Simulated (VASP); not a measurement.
A run of VASP 6.6.1 is set up as follows.

POSCAR

```
MnS
1.0
    0.0000000000      2.8000000000      2.8000000000
    2.8000000000      0.0000000000      2.8000000000
    2.8000000000      2.8000000000      0.0000000000
Mn S
1 1
Direct
    0.0000000000      0.0000000000      0.0000000000
    0.2500000000      0.2500000000      0.2500000000
```

The input INCAR.step1:

```
ALGO = Normal
EDIFF = 1E-4
ENCUT = 520
GGA = PE
ISMEAR = 0
ISPIN = 2
LASPH = T
LCHARG = F
LMAXMIX = 4
LREAL = F
LWAVE = T
MAGMOM = 4 0
NBANDS = 20
NELM = 150
PREC = Accurate
SIGMA = 0.1
```

Contents of INCAR.step2:

```
ALGO = Normal
EDIFF = 1E-7
ENCUT = 520
ISIF = 2
ISMEAR = 0
ISPIN = 2
ISTART = 1
LASPH = T
LCHARG = F
LMAXMIX = 4
LMIXTAU = T
LORBIT = 11
LREAL = F
LWAVE = F
MAGMOM = 4 0
METAGGA = R2SCAN
NBANDS = 20
NELM = 150
PREC = Accurate
SIGMA = 0.1
```

File KPOINTS:

```
k-points
0
Gamma
  6 6 6
```

Potentials or basis: VASP PAW PBE potentials, release 64 (Mn_pv, S).

Command:

```bash
$ cat potpaw_PBE.64/Mn_pv/POTCAR potpaw_PBE.64/S/POTCAR > POTCAR
$ cp INCAR.step1 INCAR
$ mpirun -np 1 vasp_std > vasp.out
$ cp INCAR.step2 INCAR
$ mpirun -np 1 vasp_std > vasp.out
```

(1) Estimate the band gap on the k mesh.

(2) Estimate the net moment.

Results:

(1) 0.57 eV (least direct gap 1.24 eV).

(2) 5.00 μB per cell.

Caveat: a cell with one magnetic atom can't hold antiferromagnetic order, which such compounds often take.
